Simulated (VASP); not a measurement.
# ZnAu in VASP: further runs, part 2 of 2

VASP 6.6.1. Earlier steps stand in the parts before.

## Step 3: Electric field gradients, PBEsol (volume scaled by 1.04)

Contents of INCAR:

```
SYSTEM = ZnAu
PREC = Accurate
ENCUT = 520
EDIFF = 1E-8
ISMEAR = -1
SIGMA = 0.05
LREAL = .False.
LASPH = .True.
NELM = 60
ALGO = Normal
ISIF = 2
LWAVE = .False.
LCHARG = .False.
GGA = PS
LEFG = .True.
NBANDS = 18
```

Contents of KPOINTS:

```
Automatic mesh
0
Gamma
  13 13 13
  0 0 0
```

Contents of POSCAR:

```
ZnAu
1.0
    3.1884126438      0.0000000000      0.0000000000
    0.0000000000      3.1884126438      0.0000000000
    0.0000000000      0.0000000000      3.1884126438
Zn Au
1 1
Direct
    0.5000000000      0.5000000000      0.5000000000
    0.0000000000      0.0000000000      0.0000000000
```

Potentials or basis: VASP PAW PBE potentials, release 64 (Zn, Au).

Launch:

```bash
$ cat potpaw_PBE.64/Zn/POTCAR potpaw_PBE.64/Au/POTCAR > POTCAR
$ mpirun -np 1 vasp_std > vasp.out
```

OUTCAR:

```text
SYSTEM = ZnAu
   PREC = Accurate
   ENCUT = 520
   EDIFF = 1E-8
   ISMEAR = -1
   LREAL = .False.
   LASPH = .True.
   NELM = 60
   ISIF = 2
   GGA = PS

 ion  position               nearest neighbor table
   1  0.500  0.500  0.500-   2 2.76   2 2.76   2 2.76   2 2.76   2 2.76   2 2.76   2 2.76   2 2.76

   2  0.000  0.000  0.000-   1 2.76   1 2.76   1 2.76   1 2.76   1 2.76   1 2.76   1 2.76   1 2.76

  LATTYP: Found a simple cubic cell.
 ALAT       =     3.1884126438

  Lattice vectors:

 A1 = (   3.1884126438,   0.0000000000,   0.0000000000)
 A2 = (   0.0000000000,   3.1884126438,   0.0000000000)
 A3 = (   0.0000000000,   0.0000000000,   3.1884126438)

Analysis of symmetry for initial positions (statically):
=====================================================================
 Subroutine PRICEL returns:
 Original cell was already a primitive cell.

 Routine SETGRP: Setting up the symmetry group for a
 simple cubic supercell.

 Subroutine GETGRP returns: Found 48 space group operations
 (whereof 48 operations were pure point group operations)
 out of a pool of 48 trial point group operations.

The static configuration has the point symmetry O_h .

Analysis of symmetry for dynamics (positions and initial velocities):
=====================================================================
 Subroutine PRICEL returns:
 Original cell was already a primitive cell.

 Routine SETGRP: Setting up the symmetry group for a
 simple cubic supercell.

 Subroutine GETGRP returns: Found 48 space group operations
 (whereof 48 operations were pure point group operations)
 out of a pool of 48 trial point group operations.

The dynamic configuration has the point symmetry O_h .

 Subroutine INISYM returns: Found 48 space group operations
 (whereof 48 operations are pure point group operations),
 and found     1 'primitive' translations

----------------------------------------------------------------------------------------

                                     Primitive cell

  volume of cell :      32.4133

  direct lattice vectors                    reciprocal lattice vectors
     3.188412644  0.000000000  0.000000000     0.313635690  0.000000000  0.000000000
     0.000000000  3.188412644  0.000000000     0.000000000  0.313635690  0.000000000
     0.000000000  0.000000000  3.188412644     0.000000000  0.000000000  0.313635690

  length of vectors
     3.188412644  3.188412644  3.188412644     0.313635690  0.313635690  0.313635690

  position of ions in fractional coordinates (direct lattice)
     0.500000000  0.500000000  0.500000000
     0.000000000  0.000000000  0.000000000

  ion indices of the primitive-cell ions
   primitive index   ion index
                 1           1
                 2           2

----------------------------------------------------------------------------------------

 KPOINTS: Automatic mesh

Automatic generation of k-mesh.
[... 66 lines left out ...]
   EDIFF  = 0.1E-07   stopping-criterion for ELM
   LREAL  =      F    real-space projection
   EDIFFG = 0.1E-06   stopping-criterion for IOM
   NSW    =      0    number of steps for IOM
   IBRION =     -1    ionic relax: 0-MD 1-quasi-New 2-CG
   NFREE  =      0    steps in history (QN), initial steepest desc. (CG)
   ISIF   =      2    stress and relaxation
   ISYM   =      2    0-nonsym 1-usesym 2-fastsym
   POTIM  = 0.5000    time-step for ionic-motion
   TEBEG  =    0.0;   TEEND  =   0.0 temperature during run
   PSTRESS=    0.0 pullay stress
   NELECT =      23.0000    total number of electrons
   NUPDOWN=      -1.0000    fix difference up-down
   EMIN   =  10.00;   EMAX   =-10.00  energy-range for DOS
   EFERMI =   0.00;   METHOD = LEGACY
   ISMEAR =    -1;   SIGMA  =   0.05  broadening in eV -4-tet -1-fermi 0-gaus
   EFERMI_NEDOS =   21; number of points for ismear=-14 and -15
   IALGO  =     38    algorithm
   IMIX   =      4    mixing-type and parameters
     AMIX     =   0.40;   BMIX     =  1.00
     AMIX_MAG =   1.60;   BMIX_MAG =  1.00
  volume/ion in A,a.u.               =      16.21       109.37
  Fermi-wavevector in a.u.,A,eV,Ry     =   1.460191  2.759360 29.009757  2.132157
  Thomas-Fermi vector in A             =   2.576669
   LORBIT       =      0    0 simple, 1 ext, 2 COOP (PROOUT), +10 PAW based schemes
   GGA     = PS    functional components
   LHFCALC =     F    Hartree Fock is set to
   AEXX    =    0.0000 exact exchange contribution
   IVDW    =     0    specifies the selected vdW correction
   LEPSILON=     F    determine dielectric tensor
   LRPA    =     F    only Hartree local field effects (RPA)
 non-spin polarized calculation
  energy-cutoff  :      520.00
  volume of cell :       32.41
 maximum number of plane-waves:       895
 NGX is ok and might be reduce to    24
   NGX = 11   NGY = 11   NGZ = 11

 number of electron      23.0000041 magnetization

 Free energy of the ion-electron system (eV)
  ---------------------------------------------------
  ext. energy  EPLUGINS =         0.00000000
  ---------------------------------------------------
  free energy    TOTEN  =        -5.91465005 eV

  energy without entropy =       -5.90819750  energy(sigma->0) =       -5.91142377

 E-fermi :   6.4440     XC(G=0): -12.3130

 val. band max:        6.4150290979   @ k =   0.4615   0.3846   0.2308
 cond. band min:       6.4496339042   @ k =   0.4615   0.3077   0.3077
 fundamental gap:      0.0346048064
 Fermi energy:         6.4439744122

 k-point     1 :       0.0000    0.0000    0.0000
  band No.  band energies     occupation
      1      -3.8627      2.00000
      2      -1.4755      2.00000
      3      -1.4755      2.00000
      4      -0.8628      2.00000
      5      -0.8628      2.00000
      6      -0.8628      2.00000
[... 481 lines left out ...]
      5      -0.7613      2.00000
      6       0.0150      2.00000
[... 10 lines left out ...]
     17      20.0599      0.00000
     18      20.1874      0.00000

 [... further k-points ...]
[... 5 lines left out ...]
  --------------------------------------------------------------------------------------
  -------------------------------------------------------------------------------------
  Total       -1.3802053     -1.3802053     -1.3802053     -0.0000000     -0.0000000      0.0000000
  in kB      -68.2229841    -68.2229841    -68.2229841     -0.0000000     -0.0000000      0.0000000
  external PRESSURE =     -68.2229841 kB  Pullay stress =       0.0000000 kB

 VOLUME and BASIS-vectors are now :
 -----------------------------------------------------------------------------
  energy-cutoff  :      520.00
  volume of cell :       32.41
      direct lattice vectors                 reciprocal lattice vectors
     3.188412644  0.000000000  0.000000000     0.313635690  0.000000000  0.000000000
     0.000000000  3.188412644  0.000000000     0.000000000  0.313635690  0.000000000
     0.000000000  0.000000000  3.188412644     0.000000000  0.000000000  0.313635690

 POSITION                                       TOTAL-FORCE (eV/Angst)
 -----------------------------------------------------------------------------------
      1.59421      1.59421      1.59421         0.000000      0.000000      0.000000
      0.00000      0.00000      0.00000         0.000000      0.000000      0.000000
 -----------------------------------------------------------------------------------
    total drift:                                0.000000      0.000000     -0.000000

  FREE ENERGIE OF THE ION-ELECTRON SYSTEM (eV)
  ---------------------------------------------------
  free  energy   TOTEN  =        -5.9146500497 eV

  energy  without entropy=       -5.9081974962  energy(sigma->0) =       -5.91142377

 Electric field gradients (V/A^2)
---------------------------------------------------------------------
 ion       V_xx      V_yy      V_zz      V_xy      V_xz      V_yz
---------------------------------------------------------------------
   1      -0.000    -0.000    -0.000     0.000     0.000     0.000
   2      -0.000    -0.000     0.000    -0.000    -0.000    -0.000
---------------------------------------------------------------------

 Electric field gradients after diagonalization (V/A^2)
 (convention: |V_zz| > |V_xx| > |V_yy|)
----------------------------------------------------------------------
 ion       V_xx      V_yy      V_zz     asymmetry (V_yy - V_xx)/ V_zz
----------------------------------------------------------------------
   1      -0.000    -0.000    -0.000      -0.610
   2      -0.000    -0.000     0.000       0.036
----------------------------------------------------------------------

           NMR quadrupolar parameters

 Cq : quadrupolar parameter    Cq=e*Q*V_zz/h
 eta: asymmetry parameters     (V_yy - V_xx)/ V_zz
 Q  : nuclear electric quadrupole moment in mb (millibarn)
----------------------------------------------------------------------
 ion       Cq(MHz)       eta       Q (mb)
----------------------------------------------------------------------
   1      -0.000      -0.610       1.000
   2       0.000       0.036       1.000
----------------------------------------------------------------------
```

OSZICAR:

```text
N       E                     dE             d eps       ncg     rms          rms(c)
DAV:   1     0.128384803403E+03    0.12838E+03   -0.11461E+04  3112   0.163E+03
DAV:   2    -0.121240726111E+01   -0.12960E+03   -0.12324E+03  3068   0.310E+02
DAV:   3    -0.642164143994E+01   -0.52092E+01   -0.51692E+01  3336   0.676E+01
DAV:   4    -0.646599758766E+01   -0.44356E-01   -0.44338E-01  3330   0.554E+00
DAV:   5    -0.646648608489E+01   -0.48850E-03   -0.48849E-03  3248   0.621E-01    0.786E+00
DAV:   6    -0.595062078692E+01    0.51587E+00   -0.15570E+00  3290   0.144E+01    0.494E+00
DAV:   7    -0.592455201238E+01    0.26069E-01   -0.31766E-02  4148   0.314E+00    0.271E+00
DAV:   8    -0.591462693678E+01    0.99251E-02   -0.86952E-03  3248   0.994E-01    0.139E-01
DAV:   9    -0.591464654478E+01   -0.19608E-04   -0.40038E-04  3532   0.242E-01    0.688E-02
DAV:  10    -0.591465003538E+01   -0.34906E-05   -0.32993E-05  3590   0.612E-02    0.172E-02
DAV:  11    -0.591465017269E+01   -0.13731E-06   -0.39351E-06  3310   0.282E-02    0.451E-03
DAV:  12    -0.591465008318E+01    0.89509E-07   -0.56397E-08  3616   0.568E-03    0.156E-03
DAV:  13    -0.591465004577E+01    0.37413E-07   -0.15976E-08  1924   0.171E-03    0.796E-05
DAV:  14    -0.591465004972E+01   -0.39477E-08   -0.21875E-09  1628   0.522E-04
   1 F= -.59146500E+01 E0= -.59114238E+01  d E =-.645255E-02
```

stdout:

```text
POSCAR found type information on POSCAR ZnAu
 POSCAR found :  2 types and       2 ions
 scaLAPACK will be used
 -----------------------------------------------------------------------------
|                                                                             |
|                                                                             |
|     You enforced a specific xc type in the INCAR file but a different       |
|     I HOPE YOU KNOW WHAT YOU ARE DOING!                                     |
|                                                                             |
 -----------------------------------------------------------------------------

 LDA part: xc-table for (Slater+PW92), standard interpolation
 POSCAR, INCAR and KPOINTS ok, starting setup
 FFT: planning ... GRIDC
 FFT: planning ... GRID_SOFT
 FFT: planning ... GRID
 WAVECAR not read
 entering main loop
ion   1

ion   2
```

It took 23 s on 1 thread of Intel Xeon Platinum 8488C (Sapphire Rapids), shared host; peak memory 0.17 GiB.

What came out:

| Item | Value |
| --- | --- |
| Free energy | -5.9147 eV |
| Pressure | -6.8 GPa |

Levels at points of the mesh, in eV from the Fermi level:
```
           k point  band 7  band 8  band 9  band 10  band 11  band 12  band 13  band 14  band 15  band 16
(0.00, 0.00, 0.00)   -5.27   -5.27   -3.67    -3.67    -3.67     4.89     4.89     4.89     8.33    11.84
```

Caveat: without QUAD_EFG the Cq values of the log hold for a quadrupole moment of 1 mb, not for the nuclei; the PAW data sets were made with another functional, which shifts forces and pressure a little; spin-orbit coupling is left out, which moves the levels of the heavy elements.

## Step 4: Electric field gradients, PBEsol (equal xx and yy strain of +2 %)

Contents of INCAR:

```
PREC = Accurate ; ENCUT = 520
EDIFF = 1E-8 ; ISMEAR = -1
SIGMA = 0.05 ; LREAL = False
LASPH = True ; NELM = 100
ALGO = Normal ; ISIF = 2
LWAVE = False ; LCHARG = False
GGA = PS ; LEFG = True
NBANDS = 18
```

Contents of KPOINTS:

```
Automatic mesh
0
Gamma
  13 13 13
```

Contents of POSCAR:

```
ZnAu
1.0
    3.2099400000      0.0000000000      0.0000000000
    0.0000000000      3.2099400000      0.0000000000
    0.0000000000      0.0000000000      3.1470000000
Zn Au
1 1
Direct
    0.5000000000      0.5000000000      0.5000000000
    0.0000000000      0.0000000000      0.0000000000
```

Potentials or basis: VASP PAW PBE potentials, release 64 (Zn, Au).

Launch:

```bash
$ cat potpaw_PBE.64/Zn/POTCAR potpaw_PBE.64/Au/POTCAR > POTCAR
$ mpirun -np 1 vasp_std > vasp.out
```

OUTCAR:

```text
PREC = Accurate
   ENCUT = 520
   EDIFF = 1E-8
   ISMEAR = -1
   LREAL = False
   LASPH = True
   NELM = 100
   ISIF = 2
   GGA = PS

 ion  position               nearest neighbor table
   1  0.500  0.500  0.500-   2 2.76   2 2.76   2 2.76   2 2.76   2 2.76   2 2.76   2 2.76   2 2.76

   2  0.000  0.000  0.000-   1 2.76   1 2.76   1 2.76   1 2.76   1 2.76   1 2.76   1 2.76   1 2.76

  LATTYP: Found a simple tetragonal cell.
 ALAT       =     3.2099400000
 C/A-ratio  =     0.9803921569

  Lattice vectors:

 A1 = (   3.2099400000,   0.0000000000,   0.0000000000)
 A2 = (   0.0000000000,   3.2099400000,   0.0000000000)
 A3 = (   0.0000000000,   0.0000000000,   3.1470000000)

Analysis of symmetry for initial positions (statically):
=====================================================================
 Subroutine PRICEL returns:
 Original cell was already a primitive cell.

[... 695 lines left out ...]
  volume of cell :       32.43
      direct lattice vectors                 reciprocal lattice vectors
     3.209940000  0.000000000  0.000000000     0.311532303  0.000000000  0.000000000
     0.000000000  3.209940000  0.000000000     0.000000000  0.311532303  0.000000000
     0.000000000  0.000000000  3.147000000     0.000000000  0.000000000  0.317762949

 POSITION                                       TOTAL-FORCE (eV/Angst)
 -----------------------------------------------------------------------------------
      1.60497      1.60497      1.57350         0.000000      0.000000      0.000000
      0.00000      0.00000      0.00000         0.000000      0.000000      0.000000
 -----------------------------------------------------------------------------------
    total drift:                                0.000000      0.000000     -0.000000

  FREE ENERGIE OF THE ION-ELECTRON SYSTEM (eV)
  ---------------------------------------------------
  free  energy   TOTEN  =        -5.9150182893 eV

  energy  without entropy=       -5.9097877422  energy(sigma->0) =       -5.91240302

 Electric field gradients (V/A^2)
---------------------------------------------------------------------
 ion       V_xx      V_yy      V_zz      V_xy      V_xz      V_yz
---------------------------------------------------------------------
   1      -0.085    -0.085     0.170     0.000    -0.000    -0.000
   2       3.812     3.812    -7.624     0.000    -0.000    -0.000
---------------------------------------------------------------------

 Electric field gradients after diagonalization (V/A^2)
 (convention: |V_zz| > |V_xx| > |V_yy|)
----------------------------------------------------------------------
 ion       V_xx      V_yy      V_zz     asymmetry (V_yy - V_xx)/ V_zz
----------------------------------------------------------------------
   1      -0.085    -0.085     0.170       0.000
   2       3.812     3.812    -7.624       0.000
----------------------------------------------------------------------

           NMR quadrupolar parameters

 Cq : quadrupolar parameter    Cq=e*Q*V_zz/h
 eta: asymmetry parameters     (V_yy - V_xx)/ V_zz
 Q  : nuclear electric quadrupole moment in mb (millibarn)
----------------------------------------------------------------------
 ion       Cq(MHz)       eta       Q (mb)
----------------------------------------------------------------------
   1       0.000       0.000       1.000
   2      -0.018       0.000       1.000
----------------------------------------------------------------------
```

OSZICAR:

```text
N       E                     dE             d eps       ncg     rms          rms(c)
DAV:   1     0.130548549119E+03    0.13055E+03   -0.11431E+04  7306   0.164E+03
DAV:   2    -0.801949323849E+00   -0.13135E+03   -0.12529E+03  7162   0.314E+02
DAV:   3    -0.641584029965E+01   -0.56139E+01   -0.55704E+01  7864   0.695E+01
DAV:   4    -0.646571283970E+01   -0.49873E-01   -0.49856E-01  7722   0.580E+00
DAV:   5    -0.646625109456E+01   -0.53825E-03   -0.53825E-03  7610   0.647E-01    0.786E+00
DAV:   6    -0.595092357574E+01    0.51533E+00   -0.15558E+00  7612   0.144E+01    0.494E+00
DAV:   7    -0.592490322691E+01    0.26020E-01   -0.32043E-02  9698   0.314E+00    0.271E+00
DAV:   8    -0.591499624463E+01    0.99070E-02   -0.87348E-03  7570   0.993E-01    0.139E-01
DAV:   9    -0.591501480768E+01   -0.18563E-04   -0.39939E-04  8288   0.245E-01    0.688E-02
DAV:  10    -0.591501827179E+01   -0.34641E-05   -0.33671E-05  8496   0.619E-02    0.172E-02
DAV:  11    -0.591501841114E+01   -0.13935E-06   -0.40506E-06  7846   0.286E-02    0.449E-03
DAV:  12    -0.591501831877E+01    0.92374E-07   -0.60603E-08  8708   0.584E-03    0.147E-03
DAV:  13    -0.591501828730E+01    0.31473E-07   -0.15631E-08  4418   0.156E-03    0.606E-05
DAV:  14    -0.591501828926E+01   -0.19591E-08   -0.19600E-09  3802   0.453E-04
   1 F= -.59150183E+01 E0= -.59124030E+01  d E =-.523055E-02
```

Wall time 2.4 min (1 thread of AMD EPYC 7R13, shared host); peak memory 0.21 GiB.

What came out:

```
Free energy : -5.9150 eV
Pressure    : -6.9 GPa
```

Electric field gradients, principal values (V/Å²):
| atom | least | middle | greatest (by size) |
| --- | --- | --- | --- |
| 1 Zn | -0.085 | -0.085 | 0.170 |
| 2 Au | 3.812 | 3.812 | -7.624 |

Caveat: the cell differs from its parent crystal (equal xx and yy strain of +2 %); without QUAD_EFG the Cq values of the log hold for a quadrupole moment of 1 mb, not for the nuclei; the PAW data sets were made with another functional, which shifts forces and pressure a little; spin-orbit coupling is left out, which moves the levels of the heavy elements.
